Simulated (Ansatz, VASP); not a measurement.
**One calculation of ZnCd3O, two programs**

```xyz
5
Lattice="4.6342 0.0000 0.0000 0.0000 4.6342 0.0000 0.0000 0.0000 4.6342" Properties=species:S:1:pos:R:3 pbc="T T T"
Zn    2.3171    2.3171    2.3171
Cd    2.3171    0.0000    0.0000
Cd    0.0000    2.3171    0.0000
Cd    0.0000    0.0000    2.3171
O     0.0000    0.0000    0.0000
```

Alike in both runs: functional PBE; k mesh 4 × 4 × 4; occupations gaussian, width 0.1 eV; no spin polarisation.

Ansatz relaxed the structure, and its values are those at the end. VASP's run is a single point on that final structure, the one shown.

|  | VASP | Ansatz |
| --- | --- | --- |
| version | VASP 6.6.1 | Ansatz 0.2.0 |
| potentials or method | VASP PAW PBE potentials, release 64 (Zn, Cd, O), cutoff 520 eV | scalar-relativistic, plane waves, PAW |
| valence electrons in the cell | 54 | 78 |

```tsv
	VASP	Ansatz	Ansatz less VASP
gap on the k mesh at the Fermi level (eV)	none	none	-
pressure (GPa)	0.3	-0.3	-0.52
```

A gap of «none» marks a metal or a gap that the smearing closes. VASP's potentials hold 54 valence electrons a cell and Ansatz's 78, so a difference there can come from the potentials and not from the codes.
